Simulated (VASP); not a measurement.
# PdPt2Se3 (P-3m1) in VASP: single point with PBE

Aim: the single point of PdPt2Se3 with PBE.

All numbers are computed with VASP 6.6.1; they aren't measurements. Logs are shortened: lines on timing, memory, paths and dates and some standing lists are left out, and cuts for length are marked.

### 1 The cell of the first run

Symmetry: P-3m1, No. 164, trigonal system. Conventional cell: a = 3.743 Å, b = 3.743 Å, c = 9.191 Å, α = 90.00°, β = 90.00°, γ = 120.00°. Within 3.5 Å of Pd (site symmetry -3m) lie 6 Se at 2.69 Å. Pt (site symmetry 3m) has 6 Se at 2.59 to 2.67 Å within 3.4 Å. Se (site symmetry 3m) has 3 Pt at 2.59 Å and 3 Pd at 2.69 Å within 3.4 Å. Se (site symmetry -3m) has 6 Pt at 2.67 Å within 3.5 Å.

### 2 Single point, PBE

POSCAR reads:

```
PdPt2Se3
1.0
    3.7429350572      0.0000000000      0.0000000000
   -1.8714675286      3.2414768443      0.0000000000
    0.0000000000      0.0000000000      9.1905327363
Pd Pt Se
1 2 3
Direct
    0.0000000000      0.0000000000      0.0000000000
    0.3333333333      0.6666666667      0.6702692241
    0.6666666667      0.3333333333      0.3297307759
    0.3333333333      0.6666666667      0.1739205474
    0.6666666667      0.3333333333      0.8260794526
    0.0000000000      0.0000000000      0.5000000000
```

INCAR.step1 reads:

```
ALGO = Normal ; EDIFF = 1E-7
ENCUT = 520 ; GGA = PE
ISIF = 2 ; ISMEAR = 0
LASPH = True ; LCHARG = True
LMAXMIX = 4 ; LREAL = False
LWAVE = False ; NBANDS = 33
NELM = 80 ; PREC = Accurate
SIGMA = 0.1
```

KPOINTS.step1 reads:

```
k-points
0
Gamma
  12 12 4
```

INCAR.step2 reads:

```
ALGO = Normal ; EDIFF = 1E-7
ENCUT = 520 ; GGA = PE
ICHARG = 11 ; ISIF = 2
ISMEAR = -5 ; LASPH = True
LCHARG = False ; LMAXMIX = 4
LORBIT = 11 ; LREAL = False
LWAVE = False ; NEDOS = 2001
NELM = 80 ; PREC = Accurate
SIGMA = 0.1
```

KPOINTS.step2 reads:

```
k-points
0
Gamma
  18 18 6
```

Potentials or basis: VASP PAW PBE potentials, release 64 (Pd, Pt, Se).

The run is started by

```console
$ cat potpaw_PBE.64/Pd/POTCAR potpaw_PBE.64/Pt/POTCAR potpaw_PBE.64/Se/POTCAR > POTCAR
$ cp INCAR.step1 INCAR
$ cp KPOINTS.step1 KPOINTS
$ mpirun -np 1 vasp_std > vasp.out
$ cp INCAR.step2 INCAR
$ cp KPOINTS.step2 KPOINTS
$ mpirun -np 1 vasp_std > vasp.out
```

OUTCAR:

```text
EDIFF = 1E-7
   ENCUT = 520
   GGA = PE
   ICHARG = 11
   ISIF = 2
   ISMEAR = -5
   LASPH = True
   LORBIT = 11
   LREAL = False
   NELM = 80
   PREC = Accurate

 ion  position               nearest neighbor table
   1  0.000  0.000  0.000-   4 2.69   5 2.69   5 2.69   4 2.69   5 2.69   4 2.69
   2  0.333  0.667  0.670-   5 2.59   5 2.59   5 2.59   6 2.67   6 2.67   6 2.67
   3  0.667  0.333  0.330-   4 2.59   4 2.59   4 2.59   6 2.67   6 2.67   6 2.67
   4  0.333  0.667  0.174-   3 2.59   3 2.59   3 2.59   1 2.69   1 2.69   1 2.69
   5  0.667  0.333  0.826-   2 2.59   2 2.59   2 2.59   1 2.69   1 2.69   1 2.69
   6  0.000  0.000  0.500-   2 2.67   3 2.67   3 2.67   2 2.67   3 2.67   2 2.67

  LATTYP: Found a hexagonal cell.
 ALAT       =     3.7429350572
 C/A-ratio  =     2.4554347313

  Lattice vectors:

 A1 = (   3.7429350572,   0.0000000000,   0.0000000000)
 A2 = (  -1.8714675286,   3.2414768443,   0.0000000000)
 A3 = (   0.0000000000,   0.0000000000,   9.1905327363)

Analysis of symmetry for initial positions (statically):
=====================================================================
 Subroutine PRICEL returns:
 Original cell was already a primitive cell.

 Routine SETGRP: Setting up the symmetry group for a
 hexagonal supercell.

 Subroutine GETGRP returns: Found 12 space group operations
 (whereof 12 operations were pure point group operations)
 out of a pool of 24 trial point group operations.

The static configuration has the point symmetry D_3d.

Analysis of symmetry for dynamics (positions and initial velocities):
=====================================================================
 Subroutine PRICEL returns:
 Original cell was already a primitive cell.

 Routine SETGRP: Setting up the symmetry group for a
 hexagonal supercell.

 Subroutine GETGRP returns: Found 12 space group operations
 (whereof 12 operations were pure point group operations)
 out of a pool of 24 trial point group operations.

The dynamic configuration has the point symmetry D_3d.

 Subroutine INISYM returns: Found 12 space group operations
 (whereof 12 operations are pure point group operations),
 and found     1 'primitive' translations

----------------------------------------------------------------------------------------

                                     Primitive cell

  volume of cell :     111.5054

  direct lattice vectors                    reciprocal lattice vectors
     3.742935057  0.000000000  0.000000000     0.267170011  0.154250678  0.000000000
    -1.871467529  3.241476844  0.000000000     0.000000000  0.308501355  0.000000000
     0.000000000  0.000000000  9.190532736     0.000000000  0.000000000  0.108807621

  length of vectors
     3.742935057  3.742935057  9.190532736     0.308501355  0.308501355  0.108807621

  position of ions in fractional coordinates (direct lattice)
     0.000000000  0.000000000  0.000000000
     0.333333333  0.666666667  0.670269224
     0.666666667  0.333333333  0.329730776
     0.333333333  0.666666667  0.173920547
     0.666666667  0.333333333  0.826079453
     0.000000000  0.000000000  0.500000000

  ion indices of the primitive-cell ions
   primitive index   ion index
                 1           1
                 2           2
                 3           3
                 4           4
                 5           5
                 6           6

----------------------------------------------------------------------------------------

 KPOINTS: k-points

Automatic generation of k-mesh.
 Grid dimensions read from file:
 generate k-points for:   18   18    6

 Generating k-lattice:

  Cartesian coordinates                     Fractional coordinates (reciprocal lattice)
     0.014842778  0.008569482  0.000000000     0.055555556 -0.000000000  0.000000000
     0.000000000  0.017138964  0.000000000     0.000000000  0.055555556  0.000000000
     0.000000000  0.000000000  0.018134603     0.000000000  0.000000000  0.166666667

  Length of vectors
     0.017138964  0.017138964  0.018134603

  Shift w.r.t. Gamma in fractional coordinates (k-lattice)
     0.000000000  0.000000000  0.000000000

 TETIRR: Found   2825 inequivalent tetrahedra from    11664

 Subroutine IBZKPT returns following result:
 ===========================================

 Found    202 irreducible k-points:

 Following reciprocal coordinates:
            Coordinates               Weight
  0.000000  0.000000  0.000000      1.000000
  0.055556 -0.000000  0.000000      6.000000
  0.111111 -0.000000  0.000000      6.000000
  0.166667 -0.000000  0.000000      6.000000
  0.222222  0.000000  0.000000      6.000000
  0.277778  0.000000  0.000000      6.000000
[... 16 lines left out ...]
  0.333333  0.111111  0.000000     12.000000
  0.388889  0.111111  0.000000     12.000000
 [... further k-points ...]
   k-points           NKPTS =    202   k-points in BZ     NKDIM =    202   number of bands    NBANDS=     28
   number of dos      NEDOS =   2001   number of ions     NIONS =      6
   total plane-waves  NPLWV =  54880
   dimension x,y,z NGX =    28 NGY =   28 NGZ =   70
   dimension x,y,z NGXF=    56 NGYF=   56 NGZF=  140
   ions per type =               1   2   3
   NGX,Y,Z   is equivalent  to a cutoff of  12.44, 12.44, 12.66 a.u.
   NGXF,Y,Z  is equivalent  to a cutoff of  24.87, 24.87, 25.32 a.u.
 SYSTEM =  unknown system
   PREC   = accura    normal or accurate (medium, high low for compatibility)
   ISTART =      0    job   : 0-new  1-cont  2-samecut
   ICHARG =     11    charge: 1-file 2-atom 10-const
   ISPIN  =      1    spin polarized calculation?
   LNONCOLLINEAR =      F non collinear calculations
   LSORBIT =      F    spin-orbit coupling
   LASPH  =      T    aspherical Exc in radial PAW
   ENCUT  =  520.0 eV  38.22 Ry    6.18 a.u.   6.96  6.96 17.09*2*pi/ulx,y,z
   NELM   =     80;   NELMIN=  2; NELMDL=  0     # of ELM steps
   EDIFF  = 0.1E-06   stopping-criterion for ELM
   LREAL  =      F    real-space projection
   EDIFFG = 0.1E-05   stopping-criterion for IOM
   NSW    =      0    number of steps for IOM
   IBRION =     -1    ionic relax: 0-MD 1-quasi-New 2-CG
   NFREE  =      0    steps in history (QN), initial steepest desc. (CG)
   ISIF   =      2    stress and relaxation
   ISYM   =      2    0-nonsym 1-usesym 2-fastsym
   POTIM  = 0.5000    time-step for ionic-motion
   TEBEG  =    0.0;   TEEND  =   0.0 temperature during run
   PSTRESS=    0.0 pullay stress
   NELECT =      48.0000    total number of electrons
   NUPDOWN=      -1.0000    fix difference up-down
   EMIN   =  10.00;   EMAX   =-10.00  energy-range for DOS
   EFERMI =   0.00;   METHOD = LEGACY
   ISMEAR =    -5;   SIGMA  =   0.10  broadening in eV -4-tet -1-fermi 0-gaus
   EFERMI_NEDOS =   21; number of points for ismear=-14 and -15
   IALGO  =     38    algorithm
   IMIX   =      4    mixing-type and parameters
     AMIX     =   0.40;   BMIX     =  1.00
     AMIX_MAG =   1.60;   BMIX_MAG =  1.00
  volume/ion in A,a.u.               =      18.58       125.41
  Fermi-wavevector in a.u.,A,eV,Ry     =   1.236109  2.335906 20.789217  1.527964
  Thomas-Fermi vector in A             =   2.370731
   LORBIT       =     11    0 simple, 1 ext, 2 COOP (PROOUT), +10 PAW based schemes
   GGA     = PE    functional components
   LHFCALC =     F    Hartree Fock is set to
   AEXX    =    0.0000 exact exchange contribution
   IVDW    =     0    specifies the selected vdW correction
   LEPSILON=     F    determine dielectric tensor
   LRPA    =     F    only Hartree local field effects (RPA)
 non-spin polarized calculation
 Fermi weights with tetrahedron method with Bloechl corrections
  energy-cutoff  :      520.00
  volume of cell :      111.51
 maximum number of plane-waves:      3024

 number of electron      48.0000008 magnetization

 Free energy of the ion-electron system (eV)
  ---------------------------------------------------
  ext. energy  EPLUGINS =         0.00000000
  ---------------------------------------------------
  free energy    TOTEN  =       -28.48883416 eV

  energy without entropy =      -28.48883416  energy(sigma->0) =      -28.48883416

 E-fermi :   7.2168     XC(G=0): -11.3741

 val. band max:        7.2926582513   @ k =  -0.0556   0.2222   0.1667
 cond. band min:       7.0945493877   @ k =   0.2778   0.2222   0.1667
 fundamental gap:     -0.1981088636
 Fermi energy:         7.2168026944

 k-point     1 :       0.0000    0.0000    0.0000
  band No.  band energies     occupation
      1      -7.7765      2.00000
      2      -6.8782      2.00000
      3      -6.5876      2.00000
      4       0.7447      2.00000
      5       1.1877      2.00000
      6       2.1180      2.00000
[... 20 lines left out ...]
     27       9.1717      0.00000
     28       9.1717      0.00000

 k-point     2 :       0.0556   -0.0000    0.0000
  band No.  band energies     occupation
      1      -7.7458      2.00000
      2      -6.8620      2.00000
      3      -6.5785      2.00000
      4       0.7509      2.00000
      5       1.1704      2.00000
      6       2.1190      2.00000
[... 20 lines left out ...]
     27       9.3181      0.00000
     28       9.3770      0.00000

 k-point     3 :       0.1111   -0.0000    0.0000
  band No.  band energies     occupation
      1      -7.6552      2.00000
      2      -6.8152      2.00000
      3      -6.5522      2.00000
      4       0.7680      2.00000
      5       1.1321      2.00000
      6       2.1207      2.00000
[... 20 lines left out ...]
     27       9.5944      0.00000
     28      10.0096      0.00000

 k-point     4 :       0.1667   -0.0000    0.0000
  band No.  band energies     occupation
      1      -7.5098      2.00000
      2      -6.7433      2.00000
      3      -6.5114      2.00000
      4       0.7869      2.00000
      5       1.1016      2.00000
      6       2.1206      2.00000
[... 20 lines left out ...]
     27       9.6853      0.00000
     28      10.8541      0.00000

 k-point     5 :       0.2222    0.0000    0.0000
  band No.  band energies     occupation
      1      -7.3189      2.00000
      2      -6.6568      2.00000
      3      -6.4587      2.00000
      4       0.7803      2.00000
      5       1.1158      2.00000
      6       2.1174      2.00000
[... 20 lines left out ...]
     27       9.6456      0.00000
     28      10.8656      0.00000

 k-point     6 :       0.2778    0.0000    0.0000
  band No.  band energies     occupation
      1      -7.0961      2.00000
      2      -6.5715      2.00000
      3      -6.3959      2.00000
      4       0.7179      2.00000
      5       1.1979      2.00000
      6       1.7883      2.00000
[... 463 lines left out ...]
      5       1.1725      2.00000
      6       1.6692      2.00000
[... 20 lines left out ...]
     27       8.9401      0.00000
     28      10.5223      0.00000

 k-point    22 :       0.2778    0.1111    0.0000
  band No.  band energies     occupation
      1      -6.8036      2.00000
      2      -6.4628      2.00000
      3      -6.3280      2.00000
      4       0.7325      2.00000
      5       1.1491      2.00000
      6       1.4002      2.00000
[... 20 lines left out ...]
     27       9.2548      0.00000
     28       9.7526      0.00000

 k-point    23 :       0.3333    0.1111    0.0000
  band No.  band energies     occupation
      1      -6.5944      2.00000
      2      -6.4179      2.00000
      3      -6.2762      2.00000
      4       0.5537      2.00000
      5       0.8999      2.00000
      6       1.5529      2.00000
[... 20 lines left out ...]
     27       9.1557      0.00000
     28       9.3274      0.00000

 k-point    24 :       0.3889    0.1111    0.0000
  band No.  band energies     occupation
      1      -6.4314      2.00000
      2      -6.3885      2.00000
      3      -6.2585      2.00000
      4       0.3675      2.00000
      5       0.7726      2.00000
      6       1.7063      2.00000
[... 20 lines left out ...]
     27       8.7850      0.00000
     28       9.1113      0.00000

 [... further k-points ...]

------------------------ aborting loop because EDIFF is reached ----------------------------------------

  FORCE on cell =-STRESS in cart. coord.  units (eV):
  Direction    XX          YY          ZZ          XY          YZ          ZX
  --------------------------------------------------------------------------------------
  -------------------------------------------------------------------------------------
  Total        0.1060660      0.1060660      0.0639519      0.0000000      0.0000000      0.0000000
  in kB        1.5240205      1.5240205      0.9189002      0.0000000      0.0000000      0.0000000
  external PRESSURE =       1.3223137 kB  Pullay stress =       0.0000000 kB

 VOLUME and BASIS-vectors are now :
 -----------------------------------------------------------------------------
  energy-cutoff  :      520.00
  volume of cell :      111.51
      direct lattice vectors                 reciprocal lattice vectors
     3.742935057  0.000000000  0.000000000     0.267170011  0.154250678  0.000000000
    -1.871467529  3.241476844  0.000000000     0.000000000  0.308501355  0.000000000
     0.000000000  0.000000000  9.190532736     0.000000000  0.000000000  0.108807621

 POSITION                                       TOTAL-FORCE (eV/Angst)
 -----------------------------------------------------------------------------------
      0.00000      0.00000      0.00000         0.000000      0.000000      0.000000
     -0.00000      2.16098      6.16013         0.000000      0.000000      0.007855
      1.87147      1.08049      3.03040        -0.000000     -0.000000     -0.007855
     -0.00000      2.16098      1.59842         0.000000      0.000000      0.013518
      1.87147      1.08049      7.59211         0.000000      0.000000     -0.013518
      0.00000      0.00000      4.59527         0.000000      0.000000      0.000000
 -----------------------------------------------------------------------------------
    total drift:                               -0.000000      0.000000     -0.000000

  FREE ENERGIE OF THE ION-ELECTRON SYSTEM (eV)
  ---------------------------------------------------
  free  energy   TOTEN  =       -28.4888341642 eV

  energy  without entropy=      -28.4888341642  energy(sigma->0) =      -28.48883416

 total charge

# of ion       s       p       d       tot
------------------------------------------
    1        0.388   0.305   8.619   9.313
    2        0.625   0.419   8.151   9.195
    3        0.625   0.419   8.151   9.195
    4        1.476   2.186   0.088   3.750
    5        1.476   2.186   0.088   3.750
    6        1.475   2.185   0.088   3.749
--------------------------------------------------
tot          6.066   7.702  25.185  38.953
```

Wall time 5.5 min (1 thread of Intel Xeon 6975P-C (Granite Rapids), shared host); peak memory 0.69 GiB.

Results:

```yaml
Valence_electrons_inside_the_program's_atomic_spheres: Pd 9.31; Pt 9.20; Se 3.75
```

Caveat: spin-orbit coupling is left out, which moves the levels of the heavy elements; tetrahedron occupations give inexact forces and stress in metals.
